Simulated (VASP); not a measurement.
Runs of VASP 6.6.1 on CuCl. The structure is that of space group F-43m (No. 216), or close to it. The cells are those of the table. 

```tsv
task	cell	cutoff (eV)	smearing	k mesh for the DOS	occupations for the DOS	gap on the mesh (eV)	pressure (GPa)
single point	a = 3.797 Å, angles 60.0°, 2 atoms	600	gaussian 0.02 eV	-	-	0.59	(a)
relaxation of cell and atoms	relaxed from a = 3.836 Å, angles 60.0°, 2 atoms	600	gaussian 0.01 eV	-	-	0.53	0.0
single point	a = 3.717 Å, angles 60.0°, 2 atoms	600	gaussian 0.02 eV	-	-	0.72	6.0
relaxation of shape and atoms at fixed volume	relaxed from a = 3.717 Å, angles 60.0°, 2 atoms	600	gaussian 0.02 eV	-	-	0.72	6.1
single point	a = 3.835 Å, angles 60.0°, 2 atoms	600	gaussian 0.01 eV	-	-	0.53	0.1
relaxation of shape and atoms at fixed volume	relaxed from a = 3.797 Å, angles 60.0°, 2 atoms	600	gaussian 0.02 eV	-	-	0.59	1.8
single point	a = 3.836 Å, angles 60.0°, 2 atoms	600	gaussian 0.02 eV	-	-	0.53	0.1
```

Alike in all rows: level PBE; potentials or basis VASP PAW PBE potentials, release 64 (Cu, Cl); no spin polarisation; k mesh 12 × 12 × 12.

Estimate the missing entries.

(a) 1.7.

Caveats: the relaxation stopped at its first step, so nothing moved (some runs).

A k mesh can miss the band edges.
